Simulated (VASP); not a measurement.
Here is a VASP 6.6.1 calculation.

File INCAR:

```
SYSTEM = TiAl3
PREC = Accurate ; ENCUT = 520
EDIFF = 1E-7 ; ISMEAR = 0
SIGMA = 0.1 ; LREAL = .FALSE.
LASPH = .TRUE. ; NELM = 60
ALGO = Normal ; ISIF = 2
LWAVE = .FALSE. ; LCHARG = .FALSE.
GGA = PE ; NBANDS = 31
```

File KPOINTS:

```
Automatic mesh
0
G
  6 6 2
  0 0 0
```

Contents of POSCAR:

```
TiAl3
1.0
    2.9046225676      0.0000000000      0.0000000000
   -1.4523112838      2.5154769319      0.0000000000
    0.0000000000      0.0000000000     18.3129860811
Ti Al
2 6
Direct
    0.0000000000      0.0000000000      0.0000000000
    0.0000000000      0.0000000000      0.5000000000
    0.3333333333      0.6666666667      0.1243168397
    0.6666666667      0.3333333333      0.6243168397
    0.3333333333      0.6666666667      0.3756831603
    0.6666666667      0.3333333333      0.8756831603
    0.3333333333      0.6666666667      0.7500000000
    0.6666666667      0.3333333333      0.2500000000
```

Potentials or basis: VASP PAW PBE potentials, release 64 (Ti_sv, Al).

Run with:

```console
$ cat potpaw_PBE.64/Ti_sv/POTCAR potpaw_PBE.64/Al/POTCAR > POTCAR
$ mpirun -np 1 vasp_std > vasp.out
```

Predict the band gap on the k mesh.

zero (band 21 reaches 9.15 eV, above the bottom of band 22 at 6.65 eV).

Predict the pressure.

-0.1 GPa.

Caveat: the k points lie up to 0.42 Å⁻¹ apart.
